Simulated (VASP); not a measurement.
Here is a VASP 6.6.1 calculation.

POSCAR

```
AlGaN2
1.0
    3.1565814339      0.0000000000      0.0000000000
    0.0000000000      3.1565814339      0.0000000000
    0.0000000000      0.0000000000      4.4238379400
Al Ga N
1 1 2
Direct
    0.5000000000      0.5000000000      0.5000000000
    0.0000000000      0.0000000000      0.0000000000
    0.5000000000      0.0000000000      0.7382648100
    0.0000000000      0.5000000000      0.2617351900
```

Contents of INCAR.step1:

```
SYSTEM = AlGaN2
ALGO = Normal ; EDIFF = 1E-5
ENCUT = 1460 ; GGA = PE
GGA_COMPAT = .FALSE. ; ISMEAR = 0
LASPH = .TRUE. ; LCHARG = .FALSE.
LREAL = .FALSE. ; LWAVE = .TRUE.
NBANDS = 21 ; NELM = 120
PREC = Accurate ; SIGMA = 0.05
```

Contents of INCAR.step2:

```
SYSTEM = AlGaN2
ALGO = Normal ; EDIFF = 1E-6
ENCUT = 1460 ; GGA_COMPAT = .FALSE.
ISIF = 2 ; ISMEAR = 0
ISTART = 1 ; LASPH = .TRUE.
LCHARG = .FALSE. ; LMIXTAU = .TRUE.
LREAL = .FALSE. ; LWAVE = .FALSE.
METAGGA = R2SCAN ; NBANDS = 21
NELM = 120 ; PREC = Accurate
SIGMA = 0.05
```

KPOINTS

```
k-points
0
G
  8 8 6
  0 0 0
```

Potentials or basis: VASP PAW PBE potentials, release 64 (Al, Ga_d, N_h).

Launch:

```bash
$ cat potpaw_PBE.64/Al/POTCAR potpaw_PBE.64/Ga_d/POTCAR potpaw_PBE.64/N_h/POTCAR > POTCAR
$ cp INCAR.step1 INCAR
$ mpirun -np 1 vasp_std > vasp.out
$ cp INCAR.step2 INCAR
$ mpirun -np 1 vasp_std > vasp.out
```

Predict the band gap on the k mesh.

3.29 eV.

Estimate the pressure.

-2.1 GPa.

Forces in eV/Å, atoms in the order of the input:
```
Al   0.000  0.000  0.000
Ga   0.000  0.000  0.000
N    0.000  0.000 -0.005
N    0.000  0.000  0.005
```

Caveat: the cell differs from its parent crystal (strain +0.0050 x Voigt [1, 1, 0, 0, 0, 0]); the PAW data sets were made with another functional, which shifts forces and pressure a little.
